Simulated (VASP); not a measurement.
Crystal: CdInC4N4.

```
Cd In C N
1.0
     6.08354    0.00000    0.00000
     0.00000    6.08354    0.00000
     0.00000    0.00000    6.08354
Cd In C N
1 1 4 4
Direct
  0.50000 0.50000 0.50000
  0.00000 0.00000 0.00000
  0.18990 0.18990 0.18990
  0.18990 0.81010 0.81010
  0.81010 0.18990 0.81010
  0.81010 0.81010 0.18990
  0.30094 0.30094 0.30094
  0.30094 0.69906 0.69906
  0.69906 0.30094 0.69906
  0.69906 0.69906 0.30094
```

| Item | Value |
| --- | --- |
| Program | VASP 6.6.1 |
| Task | relaxation of cell and atoms |
| Functional | PBE |
| Potentials or basis | VASP PAW PBE potentials, release 64 (Cd, In_d, C, N) |
| Cutoff | 600 eV |
| k mesh | 4 × 4 × 4 |
| Occupations | gaussian, width 0.1 eV |
| Spin | no spin polarisation |

At the start: pressure 8.2 GPa; volume 22.51 Å³/atom.

Task: Where does the relaxation end?

Result: Over 10 steps the energy falls by 102.9 meV/atom and the volume is 26.15 Å³/atom (+16.1 %); space group P-43m (No. 215, to 0.1 Å) before and after.

Step by step:
| step | energy change (eV) | largest force (eV/Å) | pressure (GPa) | volume (Å³) |
| --- | --- | --- | --- | --- |
| 1 | 0.0000 | 2.1605 | 8.19 | 225.15 |
| 2 | 0.3867 | 10.3754 | 7.81 | 264.76 |
| 3 | -0.5645 | 3.9328 | 7.01 | 240.94 |
| 4 | -1.0081 | 0.5261 | 1.30 | 255.89 |
| 5 | -1.0264 | 0.3230 | 0.01 | 260.00 |
| 6 | -1.0263 | 0.2586 | 0.12 | 259.61 |
| 7 | -1.0285 | 0.0979 | 0.10 | 260.47 |
| 8 | -1.0291 | 0.0493 | 0.07 | 261.26 |
| 9 | -1.0291 | 0.0440 | 0.07 | 261.23 |
| 10 | -1.0292 | 0.0071 | 0.00 | 261.50 |

Final structure:
```cif
data_structure
_symmetry_space_group_name_H-M 'P 1'
_symmetry_Int_Tables_number 1
_cell_length_a 6.3947
_cell_length_b 6.3947
_cell_length_c 6.3947
_cell_angle_alpha 90.000
_cell_angle_beta 90.000
_cell_angle_gamma 90.000
_cell_volume 261.50
loop_
_atom_site_label
_atom_site_type_symbol
_atom_site_fract_x
_atom_site_fract_y
_atom_site_fract_z
_atom_site_occupancy
Cd1 Cd 0.50000 0.50000 0.50000 1
In1 In 0.00000 0.00000 0.00000 1
C1 C 0.19570 0.19570 0.19570 1
C2 C 0.19570 0.80430 0.80430 1
C3 C 0.80430 0.19570 0.80430 1
C4 C 0.80430 0.80430 0.19570 1
N1 N 0.30180 0.30180 0.30180 1
N2 N 0.30180 0.69820 0.69820 1
N3 N 0.69820 0.30180 0.69820 1
N4 N 0.69820 0.69820 0.30180 1
```

Caveat: the volume moved by over 15 % at a fixed basis, so the end points are rough.
